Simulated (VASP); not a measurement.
# Ti3Al (Imm2) in VASP: single point with PBE

Aim: the single point of Ti3Al with PBE.

All numbers are computed with VASP 6.6.1; they aren't measurements. Logs are shortened: lines on timing, memory, paths and dates and some standing lists are left out, and cuts for length are marked.

### 1 The cell of the first run

Symmetry: Imm2, No. 44, orthorhombic system. The conventional cell has a = 4.570 Å, b = 4.570 Å, c = 6.464 Å, α = 90.00°, β = 90.00°, γ = 90.00°. Ti (site symmetry mm2) has 10 Ti at 2.74 to 3.33 Å and 4 Al at 2.74 to 2.86 Å within 3.6 Å. Within 3.7 Å of Ti (site symmetry mm2) lie 10 Ti at 2.80 to 3.33 Å and 4 Al at 2.80 Å. Ti (site symmetry mm2) has 8 Ti at 2.74 to 2.86 Å and 6 Al at 3.23 Å within 3.6 Å. Al (site symmetry mm2) has 14 Ti at 2.74 to 3.23 Å within 3.6 Å.

### 2 Single point, PBE, collinear spin

File INCAR:

```
SYSTEM = Ti3Al
PREC     = Accurate       ! precision mode
ENCUT    = 520            ! plane-wave cutoff, eV
EDIFF    = 1E-7           ! SCF threshold, eV
ISMEAR   = 0              ! smearing method
SIGMA    = 0.05           ! smearing width, eV
LREAL    = .FALSE.        ! projectors in reciprocal space
LASPH    = .TRUE.         ! aspherical terms in the spheres
NELM     = 150            ! most SCF steps
ALGO     = Normal         ! electronic algorithm
ISIF     = 2              ! what is computed and relaxed
LWAVE    = .FALSE.        ! write WAVECAR
LCHARG   = .TRUE.         ! write CHGCAR
ISPIN    = 2              ! spin polarisation
MAGMOM   = 0.23 0.23 1.03 -0.03 ! initial moments
LORBIT   = 11             ! projections on sites
LMAXMIX  = 4              ! l up to which the mixer works
GGA      = PE             ! functional
LELF     = .TRUE.         ! ELF
LVHAR    = .TRUE.       
NBANDS   = 32             ! bands
```

File KPOINTS:

```
Automatic mesh
0
G
  10 10 10
  0 0 0
```

File POSCAR:

```
Ti3Al
1.0
    0.0000000000      3.2317810000      3.2317810000
    3.2317810000      0.0000000000      3.2317810000
    3.2317810000      3.2317810000      0.0000000000
Ti Al
3 1
Direct
    0.7654713454      0.7345286546      0.7654713454
    0.2500000000      0.2500000000      0.2500000000
    0.0000000000      0.0000000000      0.0000000000
    0.5000000000      0.5000000000      0.5000000000
```

Potentials or basis: VASP PAW PBE potentials, release 64 (Ti_sv, Al).

Run with:

```bash
cat potpaw_PBE.64/Ti_sv/POTCAR potpaw_PBE.64/Al/POTCAR > POTCAR
mpirun -np 1 vasp_std > vasp.out
```

OUTCAR:

```text
SYSTEM = Ti3Al
   PREC = Accurate
   ENCUT = 520
   EDIFF = 1E-7
   ISMEAR = 0
   LREAL = .FALSE.
   LASPH = .TRUE.
   NELM = 150
   ISIF = 2
   ISPIN = 2
   LORBIT = 11
   GGA = PE

 ion  position               nearest neighbor table
   1  0.765  0.735  0.765-   4 2.74   4 2.74   3 2.74   3 2.74   4 2.86   3 2.86   4 2.86   3 2.86

   2  0.250  0.250  0.250-   3 2.80   3 2.80   3 2.80   3 2.80   4 2.80   4 2.80   4 2.80   4 2.80

   3  0.000  0.000  0.000-   1 2.74   1 2.74   2 2.80   2 2.80   2 2.80   2 2.80   1 2.86   1 2.86

   4  0.500  0.500  0.500-   1 2.74   1 2.74   2 2.80   2 2.80   2 2.80   2 2.80   1 2.86   1 2.86

  LATTYP: Found a face centered cubic cell.
 ALAT       =     6.4635620000

  Lattice vectors:

 A1 = (   0.0000000000,   3.2317810000,   3.2317810000)
 A2 = (   3.2317810000,   0.0000000000,   3.2317810000)
 A3 = (   3.2317810000,   3.2317810000,   0.0000000000)

Analysis of symmetry for initial positions (statically):
=====================================================================
 Subroutine PRICEL returns:
 Original cell was already a primitive cell.

 Routine SETGRP: Setting up the symmetry group for a
 face centered cubic supercell.

 Subroutine GETGRP returns: Found  4 space group operations
 (whereof  4 operations were pure point group operations)
 out of a pool of 48 trial point group operations.

The static configuration has the point symmetry C_2v.

Analysis of symmetry for dynamics (positions and initial velocities):
=====================================================================
 Subroutine PRICEL returns:
 Original cell was already a primitive cell.

 Routine SETGRP: Setting up the symmetry group for a
 face centered cubic supercell.

 Subroutine GETGRP returns: Found  4 space group operations
 (whereof  4 operations were pure point group operations)
 out of a pool of 48 trial point group operations.

The dynamic configuration has the point symmetry C_2v.

Analysis of structural, dynamic, and magnetic symmetry:
=====================================================================
 Subroutine PRICEL returns:
 Original cell was already a primitive cell.

 Routine SETGRP: Setting up the symmetry group for a
 face centered cubic supercell.

 Subroutine GETGRP returns: Found  4 space group operations
 (whereof  4 operations were pure point group operations)
 out of a pool of 48 trial point group operations.

The overall configuration has the point symmetry C_2v.

 Subroutine INISYM returns: Found  4 space group operations
 (whereof  4 operations are pure point group operations),
 and found     1 'primitive' translations

----------------------------------------------------------------------------------------

                                     Primitive cell

  volume of cell :      67.5081

  direct lattice vectors                    reciprocal lattice vectors
     0.000000000  3.231781000  3.231781000    -0.154713454  0.154713454  0.154713454
     3.231781000  0.000000000  3.231781000     0.154713454 -0.154713454  0.154713454
     3.231781000  3.231781000  0.000000000     0.154713454  0.154713454 -0.154713454

  length of vectors
     4.570428521  4.570428521  4.570428521     0.267971562  0.267971562  0.267971562

  position of ions in fractional coordinates (direct lattice)
     0.765471345  0.734528655  0.765471345
     0.250000000  0.250000000  0.250000000
     0.000000000  0.000000000  0.000000000
     0.500000000  0.500000000  0.500000000

  ion indices of the primitive-cell ions
   primitive index   ion index
                 1           1
                 2           2
                 3           3
                 4           4

----------------------------------------------------------------------------------------

 KPOINTS: Automatic mesh

Automatic generation of k-mesh.
 Grid dimensions read from file:
 generate k-points for:   10   10   10

 Generating k-lattice:

  Cartesian coordinates                     Fractional coordinates (reciprocal lattice)
    -0.015471345  0.015471345  0.015471345     0.100000000  0.000000000  0.000000000
     0.015471345 -0.015471345  0.015471345     0.000000000  0.100000000  0.000000000
     0.015471345  0.015471345 -0.015471345     0.000000000  0.000000000  0.100000000

  Length of vectors
     0.026797156  0.026797156  0.026797156

  Shift w.r.t. Gamma in fractional coordinates (k-lattice)
     0.000000000  0.000000000  0.000000000

 Subroutine IBZKPT returns following result:
 ===========================================

 Found    171 irreducible k-points:

 Following reciprocal coordinates:
            Coordinates               Weight
  0.000000  0.000000  0.000000      1.000000
  0.100000  0.000000  0.000000      4.000000
  0.000000  0.100000  0.000000      4.000000
  0.200000  0.000000  0.000000      4.000000
  0.000000  0.200000  0.000000      4.000000
  0.300000  0.000000  0.000000      4.000000
[... 16 lines left out ...]
  0.000000  0.400000  0.100000      8.000000
  0.100000  0.000000  0.400000      4.000000
 [... further k-points ...]
   k-points           NKPTS =    171   k-points in BZ     NKDIM =    171   number of bands    NBANDS=     32
   number of dos      NEDOS =    301   number of ions     NIONS =      4
   total plane-waves  NPLWV =  46656
   dimension x,y,z NGX =    36 NGY =   36 NGZ =   36
   dimension x,y,z NGXF=    72 NGYF=   72 NGZF=   72
   ions per type =               3   1
   NGX,Y,Z   is equivalent  to a cutoff of  13.09, 13.09, 13.09 a.u.
   NGXF,Y,Z  is equivalent  to a cutoff of  26.19, 26.19, 26.19 a.u.
 SYSTEM =  Ti3Al
   PREC   = accura    normal or accurate (medium, high low for compatibility)
   ISTART =      0    job   : 0-new  1-cont  2-samecut
   ICHARG =      2    charge: 1-file 2-atom 10-const
   ISPIN  =      2    spin polarized calculation?
   LNONCOLLINEAR =      F non collinear calculations
   LSORBIT =      F    spin-orbit coupling
   LASPH  =      T    aspherical Exc in radial PAW
   ENCUT  =  520.0 eV  38.22 Ry    6.18 a.u.   8.50  8.50  8.50*2*pi/ulx,y,z
   NELM   =    150;   NELMIN=  2; NELMDL= -5     # of ELM steps
   EDIFF  = 0.1E-06   stopping-criterion for ELM
   LREAL  =      F    real-space projection
   EDIFFG = 0.1E-05   stopping-criterion for IOM
   NSW    =      0    number of steps for IOM
   IBRION =     -1    ionic relax: 0-MD 1-quasi-New 2-CG
   NFREE  =      0    steps in history (QN), initial steepest desc. (CG)
   ISIF   =      2    stress and relaxation
   ISYM   =      2    0-nonsym 1-usesym 2-fastsym
   POTIM  = 0.5000    time-step for ionic-motion
   TEBEG  =    0.0;   TEEND  =   0.0 temperature during run
   PSTRESS=    0.0 pullay stress
   NELECT =      39.0000    total number of electrons
   NUPDOWN=      -1.0000    fix difference up-down
   EMIN   =  10.00;   EMAX   =-10.00  energy-range for DOS
   EFERMI =   0.00;   METHOD = LEGACY
   ISMEAR =     0;   SIGMA  =   0.05  broadening in eV -4-tet -1-fermi 0-gaus
   EFERMI_NEDOS =   21; number of points for ismear=-14 and -15
   IALGO  =     38    algorithm
   IMIX   =      4    mixing-type and parameters
     AMIX     =   0.40;   BMIX     =  1.00
     AMIX_MAG =   1.60;   BMIX_MAG =  1.00
  volume/ion in A,a.u.               =      16.88       113.89
  Fermi-wavevector in a.u.,A,eV,Ry     =   1.363466  2.576578 25.293784  1.859041
  Thomas-Fermi vector in A             =   2.489867
   LORBIT       =     11    0 simple, 1 ext, 2 COOP (PROOUT), +10 PAW based schemes
   GGA     = PE    functional components
   LHFCALC =     F    Hartree Fock is set to
   AEXX    =    0.0000 exact exchange contribution
   IVDW    =     0    specifies the selected vdW correction
   LEPSILON=     F    determine dielectric tensor
   LRPA    =     F    only Hartree local field effects (RPA)
 spin polarized calculation
 Gauss-broadening in eV      SIGMA  =   0.05
  energy-cutoff  :      520.00
  volume of cell :       67.51
 maximum number of plane-waves:      1849
 NGX is ok and might be reduce to    36
   NGX = 17   NGY = 17   NGZ = 17

 number of electron      39.0000007 magnetization       1.8933381

 Free energy of the ion-electron system (eV)
  ---------------------------------------------------
  ext. energy  EPLUGINS =         0.00000000
  ---------------------------------------------------
  free energy    TOTEN  =       -27.86510773 eV

  energy without entropy =      -27.85862479  energy(sigma->0) =      -27.86186626

 E-fermi :   8.0721     XC(G=0): -11.2385

 val. band max:        8.0705347982   @ k =   0.1000   0.0000   0.5000
 cond. band min:       8.0725305332   @ k =   0.0000  -0.3000   0.2000
 fundamental gap:      0.0019957350
 Fermi energy:         8.0721205042

 spin component 1

 k-point     1 :       0.0000    0.0000    0.0000
  band No.  band energies     occupation
      1     -48.6845      1.00000
      2     -48.5759      1.00000
      3     -48.4995      1.00000
      4     -25.0589      1.00000
      5     -25.0146      1.00000
      6     -24.9911      1.00000
[... 23 lines left out ...]
     30      13.6487      0.00000
     31      13.7306      0.00000

 k-point     2 :       0.1000    0.0000    0.0000
  band No.  band energies     occupation
      1     -48.6811      1.00000
      2     -48.5768      1.00000
      3     -48.5021      1.00000
      4     -25.0667      1.00000
      5     -25.0247      1.00000
      6     -25.0041      1.00000
[... 740 lines left out ...]
 k-point    24 :       0.1000    0.0000    0.4000
  band No.  band energies     occupation
      1     -48.6444      1.00000
      2     -48.5873      1.00000
      3     -48.5286      1.00000
      4     -25.1258      1.00000
      5     -25.0536      1.00000
      6     -25.0329      1.00000
[... 23 lines left out ...]
     30      12.9815      0.00000
     31      13.1238      0.00000

 [... further k-points ...]

 spin component 2

 k-point     1 :       0.0000    0.0000    0.0000
  band No.  band energies     occupation
      1     -48.4345      1.00000
      2     -48.3894      1.00000
      3     -47.6679      1.00000
      4     -24.7319      1.00000
      5     -24.7314      1.00000
      6     -24.7212      1.00000
[... 23 lines left out ...]
     30      13.8679      0.00000
     31      13.9663      0.00000

 k-point     2 :       0.1000    0.0000    0.0000
  band No.  band energies     occupation
      1     -48.4330      1.00000
      2     -48.3903      1.00000
      3     -47.6685      1.00000
      4     -24.7345      1.00000
      5     -24.7340      1.00000
      6     -24.7236      1.00000
[... 740 lines left out ...]
 k-point    24 :       0.1000    0.0000    0.4000
  band No.  band energies     occupation
      1     -48.4178      1.00000
      2     -48.3999      1.00000
      3     -47.6744      1.00000
      4     -24.7687      1.00000
      5     -24.7364      1.00000
      6     -24.7134      1.00000
[... 23 lines left out ...]
     30      13.2877      0.00000
     31      13.4917      0.00000

 [... further k-points ...]

 [bands above 31 left out]

------------------------ aborting loop because EDIFF is reached ----------------------------------------

  FORCE on cell =-STRESS in cart. coord.  units (eV):
  Direction    XX          YY          ZZ          XY          YZ          ZX
  --------------------------------------------------------------------------------------
  -------------------------------------------------------------------------------------
  Total       -0.0720924     -0.0567129     -0.0720924      0.0000000      0.0000000     -0.3273697
  in kB       -1.7109778     -1.3459733     -1.7109778      0.0000000      0.0000000     -7.7695044
  external PRESSURE =      -1.5893096 kB  Pullay stress =       0.0000000 kB

 VOLUME and BASIS-vectors are now :
 -----------------------------------------------------------------------------
  energy-cutoff  :      520.00
  volume of cell :       67.51
      direct lattice vectors                 reciprocal lattice vectors
     0.000000000  3.231781000  3.231781000    -0.154713454  0.154713454  0.154713454
     3.231781000  0.000000000  3.231781000     0.154713454 -0.154713454  0.154713454
     3.231781000  3.231781000  0.000000000     0.154713454  0.154713454 -0.154713454

 POSITION                                       TOTAL-FORCE (eV/Angst)
 -----------------------------------------------------------------------------------
      4.84767      4.94767      4.84767         0.000000     -0.589756      0.000000
      1.61589      1.61589      1.61589        -0.000000      0.045353     -0.000000
      0.00000      0.00000      0.00000        -0.000000      0.209023     -0.000000
      3.23178      3.23178      3.23178        -0.000000      0.335380     -0.000000
 -----------------------------------------------------------------------------------
    total drift:                               -0.000000      0.000083     -0.000000

  FREE ENERGIE OF THE ION-ELECTRON SYSTEM (eV)
  ---------------------------------------------------
  free  energy   TOTEN  =       -27.8651077281 eV

  energy  without entropy=      -27.8586247853  energy(sigma->0) =      -27.86186626

 total charge

# of ion       s       p       d       tot
------------------------------------------
    1        2.212   6.126   1.906  10.243
    2        2.211   6.126   1.902  10.239
    3        2.248   6.095   1.974  10.317
    4        0.407   0.416   0.000   0.823
--------------------------------------------------
tot          7.078  18.763   5.782  31.622

 magnetization (x)

# of ion       s       p       d       tot
------------------------------------------
    1        0.003   0.030   0.181   0.214
    2        0.003   0.030   0.191   0.224
    3        0.014   0.029   0.963   1.007
    4       -0.006  -0.013   0.000  -0.020
--------------------------------------------------
tot          0.013   0.076   1.335   1.424
```

Wall time 8.1 min (1 thread of Intel Xeon 6975P-C (Granite Rapids), shared host); peak memory 0.6 GiB.

Results:

```yaml
Free_energy: -27.8651 eV
Pressure: -0.2 GPa
Largest_force: 0.590 eV/Å
Net_moment: 1.89 μB per cell
Site_moments: Ti +0.21, +0.22, +1.01; Al -0.02 μB
Valence_electrons_inside_the_program's_atomic_spheres: Ti 10.24, 10.32 (each value once); Al 0.82
```

Forces on the atoms (eV/Å):
```
Ti   0.000 -0.590  0.000
Ti   0.000  0.045  0.000
Ti   0.000  0.209  0.000
Al   0.000  0.335  0.000
```

Stress tensor (GPa, compression positive):
```
-0.17  0.00 -0.78
 0.00 -0.13  0.00
-0.78  0.00 -0.17
```

Levels at points of the mesh, in eV from the Fermi level:
Spin up:
| k point | band 19 | band 20 | band 21 | band 22 | band 23 | band 24 |
| --- | --- | --- | --- | --- | --- | --- |
| (0.00, 0.00, 0.00) | -0.38 | -0.37 | -0.33 | 2.03 | 2.10 | 2.24 |
| (0.50, 0.00, 0.00) | -0.52 | -0.23 | -0.12 | 0.57 | 0.76 | 0.95 |
| (0.00, 0.50, 0.00) | -0.64 | -0.24 | -0.15 | 0.71 | 0.87 | 1.06 |
| (0.50, 0.50, 0.00) | -0.44 | -0.43 | -0.12 | 0.86 | 0.99 | 1.14 |
| (0.50, 0.00, 0.50) | -0.40 | -0.39 | -0.15 | 0.97 | 0.99 | 1.00 |
Spin down:
| k point | band 17 | band 18 | band 19 | band 20 | band 21 | band 22 |
| --- | --- | --- | --- | --- | --- | --- |
| (0.00, 0.00, 0.00) | -1.50 | -1.47 | 0.51 | 0.57 | 0.62 | 2.26 |
| (0.50, 0.00, 0.00) | 0.06 | 0.11 | 0.14 | 0.15 | 0.22 | 0.90 |
| (0.00, 0.50, 0.00) | -0.03 | -0.02 | 0.03 | 0.06 | 0.11 | 1.03 |
| (0.50, 0.50, 0.00) | -0.56 | -0.56 | -0.07 | 0.31 | 0.35 | 1.32 |
| (0.50, 0.00, 0.50) | -0.60 | -0.52 | -0.07 | 0.35 | 0.37 | 1.42 |
